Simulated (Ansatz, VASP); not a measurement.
Two plane-wave programs on HfO2

INCAR

```
SYSTEM = HfO2
PREC = Accurate
ENCUT = 520
EDIFF = 1E-7
ISMEAR = 0
SIGMA = 0.05
LREAL = .False.
LASPH = .True.
NELM = 80
ALGO = Normal
ISIF = 2
LWAVE = .False.
LCHARG = .False.
GGA = PE
NBANDS = 31
```

File KPOINTS:

```
Automatic mesh
0
Gamma
  8 8 6
  0 0 0
```

POSCAR

```
HfO2
1.0
    3.4915956726      0.0000000000      0.0000000000
    0.0000000000      3.4915956726      0.0000000000
    0.0000000000      0.0000000000      5.6092952899
Hf O
2 4
Direct
    0.5000000000      0.5000000000      0.5000000000
    0.0000000000      0.0000000000      0.0000000000
    0.0000000000      0.5000000000      0.6932520948
    0.5000000000      0.0000000000      0.8067479052
    0.5000000000      0.0000000000      0.3067479052
    0.0000000000      0.5000000000      0.1932520948
```

Input for Ansatz:

```yaml
crystal:
  lattice:
    - [3.4915956726, 0.0, 0.0]
    - [0.0, 3.4915956726, 0.0]
    - [0.0, 0.0, 5.6092952899]
  atoms:
    - { symbol: Hf, position: [0.5, 0.5, 0.5] }
    - { symbol: Hf, position: [0.0, 0.0, 0.0] }
    - { symbol: O, position: [0.0, 0.5, 0.6932520948] }
    - { symbol: O, position: [0.5, 0.0, 0.8067479052] }
    - { symbol: O, position: [0.5, 0.0, 0.3067479052] }
    - { symbol: O, position: [0.0, 0.5, 0.1932520948] }
basis:
  ecutwfc: 420
kpoints:
  mp_grid: { grid: [8, 8, 6] }
hamiltonian:
  xc: pbe
scf:
  occupations: { method: gaussian, width: 0.05 }
output:
  forces: true
  stress: true
  eigenvalues: true
```

Alike in both runs: task single point; functional PBE; k mesh 8 × 8 × 6; occupations gaussian, width 0.05 eV; no spin polarisation.

```csv
,VASP,Ansatz
version,VASP 6.6.1,Ansatz 0.2.0
potentials or method,"VASP PAW PBE potentials, release 64 (Hf_pv, O), cutoff 520 eV","scalar-relativistic, plane waves, PAW"
valence electrons in the cell,44,76
```

VASP gave:

- gap on the k mesh at the Fermi level (eV): 4.40
- least direct gap on the mesh (eV): 4.43
- pressure (GPa): -0.6
- traceless stress, the component that is largest in VASP (GPa): -19.44
- rms of the force components (eV/Å): 0.256

**Question.** Estimate Ansatz's values.

**Answer.** gap on the k mesh at the Fermi level (eV): 4.43; least direct gap on the mesh (eV): 4.46; pressure (GPa): 2.4; traceless stress, the component that is largest in VASP (GPa): -19.17; rms of the force components (eV/Å): 0.228.

Atom by atom the forces differ by 0.028 eV/Å (rms over components). VASP's potentials hold 44 valence electrons a cell and Ansatz's 76, so a difference there can come from the potentials and not from the codes.

Neither program's run includes spin-orbit coupling.
